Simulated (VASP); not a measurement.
Set up this calculation in VASP 6.6.1, as the native input.

| Item | Value |
| --- | --- |
| Task | single point |
| Functional | r2SCAN |
| Potentials or basis | VASP PAW PBE potentials, release 64 (Yb) |
| Cutoff | 520 eV |
| k mesh | 7 × 7 × 4 |
| Occupations | fermi-dirac, width 0.1 eV |
| Spin | no spin polarisation |
| Dipole correction | no |
| Further INCAR settings | ALGO = Normal; EDIFF = 1e-06; NBANDS = 31 |

Yb:

```xyz
2
Lattice="3.8799 0.0000 0.0000 -1.9400 3.3601 0.0000 0.0000 0.0000 6.3859" Properties=species:S:1:pos:R:3 pbc="T T T"
Yb    0.0000    2.2401    1.5965
Yb    1.9400    1.1200    4.7894
```

This isn't the form of Yb at room conditions, which is fcc.

One way to write it, as run:

POSCAR

```
Yb
1.0
    3.8799000000      0.0000000000      0.0000000000
   -1.9399500000      3.3600920000      0.0000000000
    0.0000000000      0.0000000000      6.3859000000
Yb
2
Direct
    0.3333333333      0.6666666667      0.2500000000
    0.6666666667      0.3333333333      0.7500000000
```

INCAR.step1

```
SYSTEM = Yb
PREC     = Accurate       ! precision mode
ENCUT    = 520            ! plane-wave cutoff, eV
ISMEAR   = -1             ! smearing method
SIGMA    = 0.1            ! smearing width, eV
LREAL    = .False.        ! projectors in reciprocal space
LASPH    = .True.         ! aspherical terms in the spheres
NELM     = 80             ! most SCF steps
NBANDS   = 31             ! bands
GGA      = PE             ! functional
ALGO     = Normal         ! electronic algorithm
EDIFF    = 1E-4           ! SCF threshold, eV
LWAVE    = .True.         ! write WAVECAR
LCHARG   = .False.        ! write CHGCAR
```

INCAR.step2

```
SYSTEM = Yb
PREC     = Accurate       ! precision mode
ENCUT    = 520            ! plane-wave cutoff, eV
EDIFF    = 1E-6           ! SCF threshold, eV
ISMEAR   = -1             ! smearing method
SIGMA    = 0.1            ! smearing width, eV
LREAL    = .False.        ! projectors in reciprocal space
LASPH    = .True.         ! aspherical terms in the spheres
NELM     = 80             ! most SCF steps
ALGO     = Normal         ! electronic algorithm
ISIF     = 2              ! what is computed and relaxed
LWAVE    = .False.        ! write WAVECAR
LCHARG   = .True.         ! write CHGCAR
METAGGA  = R2SCAN         ! meta-GGA
LMIXTAU  = .True.       
LELF     = .True.         ! ELF
LVHAR    = .True.       
NBANDS   = 31             ! bands
ISTART   = 1
```

KPOINTS

```
Automatic mesh
0
Gamma
  7 7 4
  0 0 0
```

Potentials or basis: VASP PAW PBE potentials, release 64 (Yb).

Run with:

```bash
$ cat potpaw_PBE.64/Yb/POTCAR > POTCAR
$ cp INCAR.step1 INCAR
$ mpirun -np 1 vasp_std > vasp.out
$ cp INCAR.step2 INCAR
$ mpirun -np 1 vasp_std > vasp.out
```

Results of the run:

The pressure is -1.7 GPa and the band gap on the k mesh is zero (bands 24 and 25 overlap by 0.13 eV).

Caveat: the PAW data sets were made with another functional, which shifts forces and pressure a little; spin-orbit coupling is left out, which moves the levels of the heavy elements.

Run time: 23 min on 1 thread of Intel Xeon 8259CL, on a shared host, peak memory 0.25 GiB.
